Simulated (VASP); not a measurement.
The system is Cr.

```xyz
2
Lattice="2.5693 0.0000 0.0000 -1.2846 2.2250 0.0000 0.0000 0.0000 4.1956" Properties=species:S:1:pos:R:3 pbc="T T T"
Cr    0.0000    1.4834    1.0489
Cr    1.2846    0.7417    3.1467
```

- Program: VASP 6.6.1
- Task: relaxation of cell and atoms
- Functional: BLYP
- Potentials or basis: VASP PAW PBE potentials, release 64 (Cr_pv)
- Cutoff: 600 eV
- k mesh: 14 × 14 × 8
- Occupations: fermi-dirac, width 0.1 eV
- Spin: no spin polarisation

At the start: pressure 5.5 GPa; volume 11.99 Å³/atom.

Question: How do energy, volume and symmetry change on relaxing?

Answer: Over 9 steps the energy falls by 46.4 meV/atom and the volume is 12.32 Å³/atom (+2.7 %); space group P6_3/mmc (No. 194, to 0.05 Å).

The path:
| step | energy change (eV) | largest force (eV/Å) | pressure (GPa) | volume (Å³) |
| --- | --- | --- | --- | --- |
| 1 | 0.0000 | 0.0000 | 5.48 | 23.99 |
| 2 | -0.0339 | 0.0000 | -6.72 | 25.43 |
| 3 | -0.0360 | 0.0000 | -4.62 | 25.14 |
| 4 | -0.0742 | 0.0000 | -4.68 | 25.17 |
| 5 | -0.0856 | 0.0000 | -4.34 | 25.17 |
| 6 | -0.0914 | 0.0000 | 1.85 | 24.42 |
| 7 | -0.0928 | 0.0000 | -0.02 | 24.64 |
| 8 | -0.0928 | 0.0000 | -0.02 | 24.64 |
| 9 | -0.0929 | 0.0000 | -0.01 | 24.64 |

Final structure:
```cif
data_structure
_symmetry_space_group_name_H-M 'P 1'
_symmetry_Int_Tables_number 1
_cell_length_a 2.5075
_cell_length_b 2.5075
_cell_length_c 4.5256
_cell_angle_alpha 90.000
_cell_angle_beta 90.000
_cell_angle_gamma 120.000
_cell_volume 24.64
loop_
_atom_site_label
_atom_site_type_symbol
_atom_site_fract_x
_atom_site_fract_y
_atom_site_fract_z
_atom_site_occupancy
Cr1 Cr 0.33333 0.66667 0.25000 1
Cr2 Cr 0.66667 0.33333 0.75000 1
```

Caveat: the PAW data sets were made with another functional, which shifts forces and pressure a little; the run has no spin polarisation, though such a crystal can be magnetic.
